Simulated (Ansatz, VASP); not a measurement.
BC5: VASP beside Ansatz

```
B C
1.0
     0.00000    2.64046    2.64046
     2.64046    0.00000    2.64046
     2.64046    2.64046    0.00000
B C
1 5
Direct
  0.25000 0.25000 0.25000
  0.50000 0.50000 0.50000
  0.87275 0.87275 0.87275
  0.87275 0.87275 0.38176
  0.87275 0.38176 0.87275
  0.38176 0.87275 0.87275
```

Alike in both runs: task single point; functional PBE; k mesh 6 × 6 × 6; occupations gaussian, width 0.1 eV; no spin polarisation.

|  | VASP | Ansatz |
| --- | --- | --- |
| version | VASP 6.6.1 | Ansatz 0.2.0 |
| potentials or method | VASP PAW PBE potentials, release 64 (B, C), cutoff 520 eV | scalar-relativistic, plane waves, PAW |
| valence electrons in the cell | 23 | 23 |

```csv
,VASP,Ansatz,Ansatz less VASP
gap on the k mesh at the Fermi level (eV),none,none,-
rms of the force components (eV/Å),0.244,0.246,+0.0021
```

Atom by atom the forces differ by 0.002 eV/Å (rms over components). A gap of «none» marks a metal or a gap that the smearing closes. With one functional, cell and mesh, what is left measures potentials, basis and numerics.
